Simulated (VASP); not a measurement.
A run of VASP 6.6.1 is set up as follows.

File INCAR:

```
PREC = Accurate
ENCUT = 600
EDIFF = 1E-7
ISMEAR = -1
SIGMA = 0.05
LREAL = False
LASPH = True
NELM = 100
ALGO = Normal
ISIF = 3
LWAVE = False
LCHARG = False
GGA = B5
ALDAX = 1.0
AGGAX = 1.0
AGGAC = 1.0
ALDAC = 0.0
IVDW = 12
VDW_S6 = 1.0
VDW_S8 = 2.6996
VDW_A1 = 0.4298
VDW_A2 = 4.2359
IBRION = 2
NSW = 80
EDIFFG = -0.005
```

File KPOINTS:

```
Automatic mesh
0
Gamma
  6 6 6
```

The input POSCAR:

```
O
1.0
    3.0700550000      0.0000000000      0.0000000000
    1.5350275000      2.6587456210      0.0000000000
    1.5350275000      0.8862485403      2.5066894108
O
2
Direct
    0.2500000000      0.2500000000      0.2500000000
    0.0000000000      0.0000000000      0.0000000000
```

Potentials or basis: VASP PAW PBE potentials, release 64 (O).

Launch:

```bash
$ cat potpaw_PBE.64/O/POTCAR > POTCAR
$ mpirun -np 1 vasp_std > vasp.out
```

(1) What does it give for the band gap on the k mesh?

(2) Estimate the relaxed cell.

## Answers

(1) zero (band 6 reaches 0.70 eV, above the bottom of band 7 at -0.31 eV).

(2) a = 3.142 Å, b = 3.142 Å, c = 3.142 Å, α = 60.00°, β = 60.00°, γ = 60.00°.

Caveat: the k points lie up to 0.41 Å⁻¹ apart in the final cell.
